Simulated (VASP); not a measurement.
Set up this calculation in VASP 6.6.1, as the native input.

| Quantity | Value |
| --- | --- |
| Task | single point |
| Functional | PBE |
| Potentials or basis | VASP PAW PBE potentials, release 64 (As) |
| Cutoff | 520 eV |
| k mesh | 10 × 10 × 10 |
| Occupations | gaussian, width 0.1 eV |
| Spin | no spin polarisation |
| Dipole correction | no |
| Further INCAR settings | ALGO = Normal; EDIFF = 1e-06; NBANDS = 18 |

The structure of As lies in POSCAR:

```
As
1.0
   -3.4965193896      3.4965193896      3.4965193896
    3.4965193896     -3.4965193896      3.4965193896
    3.4965193896      3.4965193896     -3.4965193896
As
4
Direct
    0.7500000000      0.7500000000      0.7500000000
    0.5000000000      0.0000000000      0.7500000000
    0.0000000000      0.7500000000      0.5000000000
    0.7500000000      0.5000000000      0.0000000000
```

One way to write it, as run:

INCAR

```
PREC = Accurate
ENCUT = 520
EDIFF = 1E-6
ISMEAR = 0
SIGMA = 0.1
LREAL = F
LASPH = T
NELM = 100
ALGO = Normal
ISIF = 2
LWAVE = F
LCHARG = T
GGA = PE
LELF = T
LVHAR = T
NBANDS = 18
```

KPOINTS

```
Automatic mesh
0
Gamma
  10 10 10
```

Potentials or basis: VASP PAW PBE potentials, release 64 (As).

Command:

```console
$ cat potpaw_PBE.64/As/POTCAR > POTCAR
$ mpirun -np 1 vasp_std > vasp.out
```

It gave:

* Pressure: 0.1 GPa
* Band gap on the k mesh: zero (band 10 reaches 0.80 eV, above the bottom of band 11 at -0.20 eV)

Run time: 73 s on 1 thread of Intel(R) Xeon(R) Platinum 8488C (Sapphire Rapids), with other jobs on the host, peak memory 0.37 GiB.
